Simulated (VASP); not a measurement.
**SnO2: single point with r2SCAN**

Crystal: SnO2.

```xyz
3
Lattice="1.6171 0.9336 4.8006 -1.6171 0.9336 4.8006 0.0000 -1.8673 4.8006" Properties=species:S:1:pos:R:3 pbc="T T T"
Sn    0.0000    0.0000    7.2009
O     0.0000    0.0000    3.4157
O     0.0000    0.0000   10.9861
```

```
Program             : VASP 6.6.1
Task                : single point
Functional          : r2SCAN
Potentials or basis : VASP PAW PBE potentials, release 64 (Sn_d, O)
Cutoff              : 520 eV
k mesh              : 12 × 12 × 12
Occupations         : gaussian, width 0.05 eV
Spin                : no spin polarisation
```

```json
{
  "Pressure": "-6.3 GPa",
  "Largest force": "0.553 eV/Å",
  "Band gap on the k mesh": "2.43 eV, indirect (least direct gap 2.54 eV)"
}
```

Forces on the atoms (eV/Å):
```
Sn   0.000  0.000  0.000
O    0.000  0.000 -0.553
O    0.000  0.000  0.553
```

Stress tensor (GPa, compression positive):
```
-6.52  0.00  0.00
 0.00 -6.52  0.00
 0.00  0.00 -5.75
```

Levels at points of the mesh, in eV from the valence-band top:
| k point | band 9 | band 10 | band 11 | band 12 | band 13 | band 14 | band 15 | band 16 | band 17 | band 18 |
| --- | --- | --- | --- | --- | --- | --- | --- | --- | --- | --- |
| (0.00, 0.00, 0.00) | -1.26 | -1.26 | -0.89 | -0.89 | -0.11 | 2.43 | 6.42 | 11.95 | 11.95 | 12.39 |
| (0.50, 0.00, 0.00) | -4.13 | -2.94 | -1.47 | -0.57 | -0.56 | 5.99 | 8.48 | 10.89 | 13.14 | 13.74 |
| (0.50, 0.50, 0.00) | -4.37 | -3.03 | -1.14 | -0.43 | -0.02 | 5.70 | 7.66 | 11.66 | 11.97 | 13.33 |
| (0.50, 0.50, 0.50) | -1.32 | -1.32 | -1.25 | -0.84 | -0.84 | 3.68 | 6.30 | 12.14 | 12.14 | 12.85 |

It took 15 min on 1 thread of Intel Xeon 6975P-C, with other jobs on the host, peak memory 0.36 GiB.

Caveat: the PAW data sets were made with another functional, which shifts forces and pressure a little; spin-orbit coupling is left out, which moves the levels of the heavy elements. r2SCAN opens gaps a little over a GGA but as a rule still falls short of measured ones.
